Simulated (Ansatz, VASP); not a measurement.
**One calculation of SnO2, two programs**

File INCAR:

```
SYSTEM = SnO2
PREC     = Accurate       ! precision mode
ENCUT    = 520            ! plane-wave cutoff, eV
EDIFF    = 1E-8           ! SCF threshold, eV
ISMEAR   = -1             ! smearing method
SIGMA    = 0.03           ! smearing width, eV
LREAL    = .False.        ! projectors in reciprocal space
LASPH    = .True.         ! aspherical terms in the spheres
NELM     = 100            ! most SCF steps
ALGO     = Normal         ! electronic algorithm
ISIF     = 2              ! what is computed and relaxed
LWAVE    = .False.        ! write WAVECAR
LCHARG   = .False.        ! write CHGCAR
LEFG     = .True.       
NBANDS   = 35             ! bands
```

KPOINTS

```
regular mesh
0
Gamma
  4 4 6
  0 0 0
```

The input POSCAR:

```
SnO2
1.0
    4.7373500000      0.0000000000      0.0000000000
    0.0000000000      4.7373500000      0.0000000000
    0.0000000000      0.0000000000      3.1864000000
Sn O
2 4
Direct
    0.0000000000      0.0000000000      0.0000000000
    0.5000000000      0.5000000000      0.5000000000
    0.3056200000      0.3056200000      0.0000000000
    0.1943800000      0.8056200000      0.5000000000
    0.6943800000      0.6943800000      0.0000000000
    0.8056200000      0.1943800000      0.5000000000
```

Input for Ansatz:

```yaml
crystal:
  lattice:
    - [4.73735, 0.0, 0.0]
    - [0.0, 4.73735, 0.0]
    - [0.0, 0.0, 3.1864]
  atoms:
    - { symbol: Sn, position: [0.0, 0.0, 0.0] }
    - { symbol: Sn, position: [0.5, 0.5, 0.5] }
    - { symbol: O, position: [0.30562, 0.30562, 0.0] }
    - { symbol: O, position: [0.19438, 0.80562, 0.5] }
    - { symbol: O, position: [0.69438, 0.69438, 0.0] }
    - { symbol: O, position: [0.80562, 0.19438, 0.5] }
kpoints:
  mp_grid: { grid: [4, 4, 6] }
  band_path:
    path:
      - [0.0, 0.0, 0.0]
      - [0.0, 0.5, 0.0]
      - [0.5, 0.5, 0.0]
      - [0.0, 0.0, 0.0]
      - [0.0, 0.0, 0.5]
      - [0.0, 0.5, 0.5]
      - [0.5, 0.5, 0.5]
      - [0.0, 0.0, 0.5]
      - [0.0, 0.5, 0.0]
    npoints: 8
scf:
  occupations: { method: fermi_dirac, width: 0.03 }
hamiltonian:
  xc: lda
  pseudopotentials: { kind: all_electron, datasets: crystal }
output:
  forces: true
  stress: true
  eigenvalues: true
  efg: { contact_densities: true }
```

Alike in both runs: task electric field gradients; functional LDA; k mesh 4 × 4 × 6; occupations fermi-dirac, width 0.03 eV; no spin polarisation.

```csv
,VASP,Ansatz
version,VASP 6.6.1,Ansatz 0.2.0
potentials or method,"VASP PAW LDA potentials, release 64 (Sn_d, O), cutoff 520 eV","all-electron PAW with datasets made for the crystal, scalar-relativistic"
```

```tsv
	VASP	Ansatz	Ansatz less VASP
gap on the k mesh at the Fermi level (eV)	1.14	1.11	-0.030
pressure (GPa)	0.0	-0.9	-0.94
traceless stress, the component that is largest in VASP (GPa)	0.67	0.39	-0.281
rms of the force components (eV/Å)	0.023	0.034	+0.0106
size of Vzz on the site where it differs most (V/Å²)	105.4	103.9	-1.52
```

LDA's correlation is that of Perdew and Zunger in VASP and of Perdew and Wang (1992) in Ansatz. Atom by atom the forces differ by 0.011 eV/Å (rms over components). Ansatz ran all-electron here, and VASP with PAW potentials.
